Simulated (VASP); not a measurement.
**Sn: single point with revPBE**

Sn:

```
CELL_PARAMETERS angstrom
3.50301 0.00000 0.00000
-1.75150 3.03370 0.00000
0.00000 0.00000 11.56519
ATOMIC_POSITIONS crystal
Sn 0.00000 0.00000 0.00000
Sn 0.00000 0.00000 0.50000
Sn 0.33333 0.66667 0.25000
Sn 0.66667 0.33333 0.75000
```

This isn't the form of Sn at room conditions, which is tetragonal (white tin).

| Item | Value |
| --- | --- |
| Program | VASP 6.6.1 |
| Task | single point |
| Functional | revPBE |
| Potentials or basis | VASP PAW PBE potentials, release 64 (Sn_d) |
| Cutoff | 520 eV |
| k mesh | 12 × 12 × 4 |
| Occupations | fermi-dirac, width 0.1 eV |
| Spin | no spin polarisation |
| Dipole correction | no |
| Further INCAR settings | ALGO = Normal; EDIFF = 1e-06; NBANDS = 36 |

```yaml
Pressure: -2.7 GPa
Band_gap_on_the_k_mesh: zero (bands 28 and 29 overlap by 7.39 eV)
```

Stress tensor (GPa, compression positive):
```
-2.67  0.00  0.00
 0.00 -2.67  0.00
 0.00  0.00 -2.75
```

Levels at points of the mesh, in eV from the Fermi level:
```tsv
k point	band 26	band 27	band 28	band 29	band 30	band 31
(0.00, 0.00, 0.00)	0.71	0.72	5.22	5.22	5.87	5.87
(0.50, 0.00, 0.00)	-3.57	-2.03	-1.62	-0.19	0.56	2.02
(0.00, 0.00, 0.50)	-2.33	4.22	4.22	5.41	5.41	5.41
(0.50, 0.00, 0.50)	-3.20	-2.63	-2.63	1.21	1.21	2.32
```

Wall time 3.3 min on 1 thread of Intel(R) Xeon(R) Platinum 8488C (Sapphire Rapids) (shared host), peak memory 0.35 GiB.

Caveat: the PAW data sets were made with another functional, which shifts forces and pressure a little; spin-orbit coupling is left out, which moves the levels of the heavy elements.
